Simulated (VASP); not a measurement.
ZrCl5:

```
Zr Cl
1.0
     5.55879    0.00000    0.00000
     0.00000    5.55879    0.00000
     0.00000    0.00000    5.55879
Zr Cl
1 5
Direct
  0.00000 0.00000 0.00000
  0.78282 0.78282 0.78282
  0.21718 0.21718 0.78282
  0.21718 0.78282 0.21718
  0.78282 0.21718 0.21718
  0.50000 0.50000 0.50000
```

The cell was built from a structure type or drawn by symmetry, and may not be a known phase.

```yaml
Program: VASP 6.6.1
Task: relaxation of cell and atoms
Functional: PBE
Potentials_or_basis: VASP PAW PBE potentials, release 64 (Zr_sv, Cl)
Cutoff: 600 eV
k_mesh: 4 × 4 × 4
Occupations: gaussian, width 0.1 eV
Spin: no spin polarisation
```

At the start: pressure 20.8 GPa; volume 28.63 Å³/atom.

Task: How do energy, volume and symmetry change on relaxing?

Result: Over 13 steps the energy falls by 603.0 meV/atom and the volume is 49.00 Å³/atom (+71.2 %); space group P-43m (No. 215, to 0.1 Å) before and after.

Step by step:
| step | energy change (eV) | largest force (eV/Å) | pressure (GPa) | volume (Å³) |
| --- | --- | --- | --- | --- |
| 1 | 0.0000 | 5.5478 | 20.77 | 171.77 |
| 2 | 0.3783 | 3.2213 | -5.88 | 281.51 |
| 3 | -2.9458 | 1.3693 | 0.40 | 211.98 |
| 4 | -2.9678 | 1.1623 | 1.05 | 209.33 |
| 5 | -2.9735 | 0.9994 | 1.55 | 207.39 |
| 6 | -3.1904 | 0.8265 | 0.82 | 217.86 |
| 7 | -3.5263 | 0.4488 | -0.17 | 251.37 |
| 8 | -3.5826 | 0.3310 | -0.29 | 267.25 |
| 9 | -3.6107 | 0.2047 | -0.28 | 285.67 |
| 10 | -3.6144 | 0.1625 | -0.25 | 292.36 |
| 11 | -3.6154 | 0.1417 | -0.23 | 295.68 |
| 12 | -3.6012 | 0.3793 | 0.67 | 289.72 |
| 13 | -3.6177 | 0.0036 | 0.00 | 294.01 |

Final structure:
```
CELL_PARAMETERS angstrom
6.64949 0.00000 0.00000
0.00000 6.64949 0.00000
0.00000 0.00000 6.64949
ATOMIC_POSITIONS crystal
Zr 0.00000 0.00000 0.00000
Cl 0.79767 0.79767 0.79767
Cl 0.20233 0.20233 0.79767
Cl 0.20233 0.79767 0.20233
Cl 0.79767 0.20233 0.20233
Cl 0.50000 0.50000 0.50000
```

Caveat: the volume moved by over 15 % at a fixed basis, so the end points are rough; an odd number of electrons without spin polarisation forces a metal; a magnetic or distorted state may lie lower.
